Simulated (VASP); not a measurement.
Write the native input for VASP 6.6.1 that does the following.

```
Task                    : single point
Functional              : PBE
Potentials or basis     : VASP PAW PBE potentials, release 64 (Bi_d, Te)
Cutoff                  : 520 eV
k mesh                  : 9 × 9 × 9
Occupations             : gaussian, width 0.02 eV
Spin                    : no spin polarisation
Dipole correction       : no
k mesh for the DOS      : 14 × 14 × 14
Occupations for the DOS : tetrahedron
Further INCAR settings  : ALGO = Normal; EDIFF = 1e-07; NBANDS = 32
```

Bi2Te3:

```
Bi Te
1.0
     2.22407    1.28407   10.68361
    -2.22407    1.28407   10.68361
     0.00000   -2.56813   10.68361
Bi Te
2 3
Direct
  0.39742 0.39742 0.39742
  0.60258 0.60258 0.60258
  0.00000 0.00000 0.00000
  0.21562 0.21562 0.21562
  0.78438 0.78438 0.78438
```

The input as run:

POSCAR

```
Bi2Te3
1.0
    2.2240699007      1.2840673557     10.6836062791
   -2.2240699007      1.2840673557     10.6836062791
    0.0000000000     -2.5681347119     10.6836062790
Bi Te
2 3
Direct
    0.3974180604      0.3974180604      0.3974180604
    0.6025819396      0.6025819396      0.6025819396
    0.0000000000      0.0000000000      0.0000000000
    0.2156238352      0.2156238352      0.2156238352
    0.7843761648      0.7843761648      0.7843761648
```

INCAR.step1

```
SYSTEM = Bi2Te3
  PREC = Accurate
  ENCUT = 520
  EDIFF = 1E-7
  ISMEAR = 0
  SIGMA = 0.02
  LREAL = .FALSE.
  LASPH = .TRUE.
  NELM = 100
  ALGO = Normal
  ISIF = 2
  LWAVE = .FALSE.
  LCHARG = .TRUE.
  GGA = PE
  NBANDS = 32
```

KPOINTS.step1

```
regular mesh
0
G
  9 9 9
  0 0 0
```

INCAR.step2

```
SYSTEM = Bi2Te3
  PREC = Accurate
  ENCUT = 520
  EDIFF = 1E-7
  ISMEAR = -5
  SIGMA = 0.02
  LREAL = .FALSE.
  LASPH = .TRUE.
  NELM = 100
  ALGO = Normal
  ISIF = 2
  LWAVE = .FALSE.
  LCHARG = .FALSE.
  GGA = PE
  LORBIT = 10
  NBANDS = 32
  NEDOS = 2001
  ICHARG = 11
```

KPOINTS.step2

```
regular mesh
0
G
  14 14 14
  0 0 0
```

Potentials or basis: VASP PAW PBE potentials, release 64 (Bi_d, Te).

The run is started by

```console
$ cat potpaw_PBE.64/Bi_d/POTCAR potpaw_PBE.64/Te/POTCAR > POTCAR
$ cp INCAR.step1 INCAR
$ cp KPOINTS.step1 KPOINTS
$ mpirun -np 1 vasp_std > vasp.out
$ cp INCAR.step2 INCAR
$ cp KPOINTS.step2 KPOINTS
$ mpirun -np 1 vasp_std > vasp.out
```

It gave:

* Valence electrons inside the program's atomic spheres: Bi 12.65; Te 3.37, 3.33 (each value once)

It took 3 h on 1 thread of Intel(R) Xeon(R) Platinum 8259CL CPU @ 2.50GHz (Skylake/Cascade Lake), on a shared host, peak memory 2 GiB.
